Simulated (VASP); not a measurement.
# C10N in VASP: single point with PBE+D3(BJ)

Aim: the single point of C10N with PBE+D3(BJ).

Program: VASP 6.6.1. These are calculated values, not measurements. Logs are shortened: lines on timing, memory, paths and dates and some standing lists are left out, and cuts for length are marked.

### 1 The cell of the first run

The cell holds a slab with vacuum, 22 atoms: a = 5.030 Å, b = 3.557 Å, c = 23.375 Å, α = 90.00°, β = 90.00°, γ = 90.00°.

### 2 Single point, PBE+D3(BJ)

The input, INCAR:

```
SYSTEM = C10N
  PREC = Accurate
  ENCUT = 520
  EDIFF = 1E-6
  ISMEAR = 0
  SIGMA = 0.05
  LREAL = Auto
  LASPH = .True.
  NELM = 80
  ALGO = Normal
  ISIF = 2
  LWAVE = .False.
  LCHARG = .False.
  LDIPOL = .True.
  IDIPOL = 3
  DIPOL = 0.5 0.5 0.302
  GGA = PE
  IVDW = 12
  NBANDS = 62
```

The input, KPOINTS:

```
Automatic mesh
0
Gamma
  5 8 1
  0 0 0
```

The input, POSCAR:

```
C10N
1.0
    5.0304222913      0.0000000000      0.0000000000
    0.0000000000      3.5570457144      0.0000000000
    0.0000000000      0.0000000000     23.3751415636
C N
20 2
Direct
    0.2500000000      0.0000000000      0.1711219583
    0.7500000000      0.0000000000      0.1711219583
    0.0000000000      0.2500000000      0.1711219583
    0.5000000000      0.2500000000      0.1711219583
    0.0000000000      0.5000000000      0.2249229405
    0.5000000000      0.5000000000      0.2249229405
    0.2500000000      0.7500000000      0.2249229405
    0.7500000000      0.7500000000      0.2249229405
    0.2500000000      0.0023818349      0.2785827709
    0.7500000000      0.0023818349      0.2785827709
    0.0000000000      0.2476181651      0.2785827709
    0.5000000000      0.2476181651      0.2785827709
    0.0000000000      0.5094747643      0.3338767234
    0.5000000000      0.5094747643      0.3338767234
    0.2500000000      0.7405252357      0.3338767234
    0.7500000000      0.7405252357      0.3338767234
    0.2500000000      0.0286707462      0.3796829011
    0.7500000000      0.0286707462      0.3796829011
    0.0000000000      0.2213292538      0.3796829011
    0.5000000000      0.2213292538      0.3796829011
    0.3750000000      0.7786707462      0.5251365657
    0.3750000000      0.7786707462      0.5721951042
```

Potentials or basis: VASP PAW PBE potentials, release 64 (C, N).

The run is started by

```
> cat potpaw_PBE.64/C/POTCAR potpaw_PBE.64/N/POTCAR > POTCAR
> mpirun -np 1 vasp_std > vasp.out
```

OUTCAR:

```text
SYSTEM = C10N
   PREC = Accurate
   ENCUT = 520
   EDIFF = 1E-6
   ISMEAR = 0
   LREAL = Auto
   LASPH = .True.
   NELM = 80
   ISIF = 2
   GGA = PE
   IVDW = 12
 IVDW          = 12

 ion  position               nearest neighbor table
   1  0.250  0.000  0.171-   3 1.54   4 1.54   7 1.54
   2  0.750  0.000  0.171-   3 1.54   4 1.54   8 1.54
   3  0.000  0.250  0.171-   1 1.54   2 1.54   5 1.54
   4  0.500  0.250  0.171-   1 1.54   2 1.54   6 1.54
   5  0.000  0.500  0.225-   7 1.54   8 1.54   3 1.54  11 1.54
   6  0.500  0.500  0.225-   7 1.54   8 1.54   4 1.54  12 1.54
   7  0.250  0.750  0.225-   5 1.54   6 1.54   1 1.54   9 1.54
   8  0.750  0.750  0.225-   5 1.54   6 1.54   2 1.54  10 1.54
   9  0.250  0.002  0.279-  11 1.53  12 1.53   7 1.54  15 1.59
  10  0.750  0.002  0.279-  11 1.53  12 1.53   8 1.54  16 1.59
  11  0.000  0.248  0.279-   9 1.53  10 1.53   5 1.54  13 1.59
  12  0.500  0.248  0.279-   9 1.53  10 1.53   6 1.54  14 1.59
  13  0.000  0.509  0.334-  19 1.48  16 1.50  15 1.50  11 1.59
  14  0.500  0.509  0.334-  20 1.48  16 1.50  15 1.50  12 1.59
  15  0.250  0.741  0.334-  17 1.48  14 1.50  13 1.50   9 1.59
  16  0.750  0.741  0.334-  18 1.48  14 1.50  13 1.50  10 1.59
  17  0.250  0.029  0.380-  19 1.43  20 1.43  15 1.48
  18  0.750  0.029  0.380-  19 1.43  20 1.43  16 1.48
  19  0.000  0.221  0.380-  17 1.43  18 1.43  13 1.48
  20  0.500  0.221  0.380-  17 1.43  18 1.43  14 1.48
  21  0.375  0.779  0.525-  22 1.10
  22  0.375  0.779  0.572-  21 1.10

  LATTYP: Found a simple orthorhombic cell.
 ALAT       =     3.5570457144
 B/A-ratio  =     1.4142135624
 C/A-ratio  =     6.5715044001

  Lattice vectors:

 A1 = (   0.0000000000,  -3.5570457144,   0.0000000000)
 A2 = (   5.0304222913,   0.0000000000,   0.0000000000)
 A3 = (   0.0000000000,   0.0000000000,  23.3751415636)

Analysis of symmetry for initial positions (statically):
=====================================================================
 Subroutine PRICEL returns:
 Original cell was already a primitive cell.

 Routine SETGRP: Setting up the symmetry group for a
 simple orthorhombic supercell.

 Subroutine GETGRP returns: Found  1 space group operations
 (whereof  1 operations were pure point group operations)
 out of a pool of  8 trial point group operations.

The static configuration has the point symmetry C_1 .

Analysis of symmetry for dynamics (positions and initial velocities):
=====================================================================
 Subroutine PRICEL returns:
 Original cell was already a primitive cell.

[... 158 lines left out ...]
   ISMEAR =     0;   SIGMA  =   0.05  broadening in eV -4-tet -1-fermi 0-gaus
   EFERMI_NEDOS =   21; number of points for ismear=-14 and -15
   IALGO  =     38    algorithm
   IMIX   =      4    mixing-type and parameters
     AMIX     =   0.40;   BMIX     =  1.00
     AMIX_MAG =   1.60;   BMIX_MAG =  1.00
  volume/ion in A,a.u.               =      19.01       128.30
  Fermi-wavevector in a.u.,A,eV,Ry     =   0.981009  1.853838 13.093954  0.962378
  Thomas-Fermi vector in A             =   2.111983
   LORBIT       =      0    0 simple, 1 ext, 2 COOP (PROOUT), +10 PAW based schemes
   GGA     = PE    functional components
   LHFCALC =     F    Hartree Fock is set to
   AEXX    =    0.0000 exact exchange contribution
   IVDW    =    12    specifies the selected vdW correction
   LEPSILON=     F    determine dielectric tensor
   LRPA    =     F    only Hartree local field effects (RPA)
 non-spin polarized calculation
 Gauss-broadening in eV      SIGMA  =   0.05
  energy-cutoff  :      520.00
  volume of cell :      418.26
 maximum number of plane-waves:     11309
 NGX is ok and might be reduce to    40
   NGX = 19   NGY = 13   NGZ = 87

 dipolmoment           0.000000      0.000000      0.123576 electrons x Angstroem

 number of electron      90.0000004 magnetization

 dipolmoment           0.000000      0.000000     -0.057751 electrons x Angstroem

 Free energy of the ion-electron system (eV)
  ---------------------------------------------------
  ext. energy  EPLUGINS =         0.00000000
  ---------------------------------------------------
  free energy    TOTEN  =      -185.18694206 eV

  energy without entropy =     -185.18182659  energy(sigma->0) =     -185.18438433

 E-fermi :  -1.0609     XC(G=0):  -5.1811

 val. band max:       -1.0743354592   @ k =   0.4000   0.5000   0.0000
 cond. band min:      -1.0184649138   @ k =   0.2000   0.5000   0.0000
 fundamental gap:      0.0558705454
 Fermi energy:        -1.0608879849

 k-point     1 :       0.0000    0.0000    0.0000
  band No.  band energies     occupation
      1     -24.3105      2.00000
      2     -22.5797      2.00000
      3     -20.7058      2.00000
      4     -18.1332      2.00000
      5     -18.1329      2.00000
      6     -17.6679      2.00000
[... 1249 lines left out ...]
     56       6.8706      0.00000
     57       7.0304      0.00000
 [bands above 57 left out]

------------------------ aborting loop because EDIFF is reached ----------------------------------------

 vacuum level on the upper side and lower side of the slab       (xc-potential included)        -0.297         0.198

 Edisp (eV)   -3.10011

 E8    (eV) :    -0.9280

  FORCE on cell =-STRESS in cart. coord.  units (eV):
  Direction    XX          YY          ZZ          XY          YZ          ZX
  --------------------------------------------------------------------------------------
  -------------------------------------------------------------------------------------
  Total      -8.23144    11.27787    -2.33654     0.00236    -0.03331     0.00752
  in kB     -31.53104    43.20056    -8.95026     0.00904    -0.12758     0.02881
  external pressure =        0.91 kB  Pullay stress =        0.00 kB

 VOLUME and BASIS-vectors are now :
 -----------------------------------------------------------------------------
  energy-cutoff  :      520.00
  volume of cell :      418.26
      direct lattice vectors                 reciprocal lattice vectors
     5.030422291  0.000000000  0.000000000     0.198790468  0.000000000  0.000000000
     0.000000000  3.557045714  0.000000000     0.000000000  0.281132175  0.000000000
     0.000000000  0.000000000 23.375141564     0.000000000  0.000000000  0.042780490

 POSITION                                       TOTAL-FORCE (eV/Angst)
 -----------------------------------------------------------------------------------
      1.25761      0.00000      4.00000        -0.000367      4.259029      0.943067
      3.77282      0.00000      4.00000         0.000233      4.259773      0.947945
      0.00000      0.88926      4.00000        -0.000580     -4.258793      0.947135
      2.51521      0.88926      4.00000         0.000719     -4.260344      0.944884
      0.00000      1.77852      5.25761        -0.000419      1.062804     -0.977306
      2.51521      1.77852      5.25761         0.000750      1.064593     -0.972094
[... 14 lines left out ...]
      1.88641      2.76977     12.27514         0.003856     -0.019062     -2.131759
      1.88641      2.76977     13.37514        -0.001223      0.005788      2.111830
 -----------------------------------------------------------------------------------
    total drift:                               -0.000003      0.000067     -0.035077

  FREE ENERGIE OF THE ION-ELECTRON SYSTEM (eV)
  ---------------------------------------------------
  free  energy   TOTEN  =      -188.2870511360 eV

  energy  without entropy=     -188.2819356625  energy(sigma->0) =     -188.28449340

 vacuum level on the upper side and lower side of the slab         4.297         4.862
```

stdout:

```text
POSCAR found type information on POSCAR C N
 POSCAR found :  2 types and      22 ions
 scaLAPACK will be used
 LDA part: xc-table for (Slater+PW92), standard interpolation
 POSCAR, INCAR and KPOINTS ok, starting setup
 FFT: planning ... GRIDC
 FFT: planning ... GRID_SOFT
 FFT: planning ... GRID
 WAVECAR not read
 entering main loop
```

Wall time 21 min (1 thread of Intel Xeon Platinum 8259CL at 2.50GHz (Skylake/Cascade Lake), shared host); peak memory 0.66 GiB.

What came out:

```
Free energy                : -188.2871 eV
Largest force              : 4.364 eV/Å
Band gap on the k mesh     : zero (bands 45 and 46 overlap by 0.03 eV)
Dispersion energy per atom : -0.141 eV
```

Forces on the atoms (eV/Å):
```
C    0.000  4.259  0.943
C    0.000  4.260  0.948
C   -0.001 -4.259  0.947
C    0.001 -4.260  0.945
C    0.000  1.063 -0.977
C    0.001  1.065 -0.972
C   -0.001 -1.066 -0.972
C    0.000 -1.063 -0.978
C    0.000 -0.001  0.006
C    0.000 -0.004  0.015
C    0.000  0.005  0.014
C    0.000  0.005  0.005
C    0.006  0.002 -0.021
C   -0.004 -0.005 -0.008
C    0.002 -0.003  0.001
C   -0.003 -0.004 -0.016
C   -0.006  0.009 -0.009
C   -0.010 -0.012  0.048
C    0.011  0.013  0.060
C    0.002  0.010  0.041
N    0.004 -0.019 -2.132
N   -0.001  0.006  2.112
```

Levels at points of the mesh, in eV from the Fermi level:
```csv
k point,band 43,band 44,band 45,band 46,band 47,band 48
"(0.00, 0.00, 0.00)",-0.71,-0.71,-0.04,-0.04,0.13,1.51
"(0.00, 0.50, 0.00)",-0.37,-0.16,-0.16,0.14,0.64,0.64
```

Caveat: the standard files for N, O and F lose accuracy on very short bonds.

The gap in the log of VASP goes by the Fermi energy; the results here count the filled bands.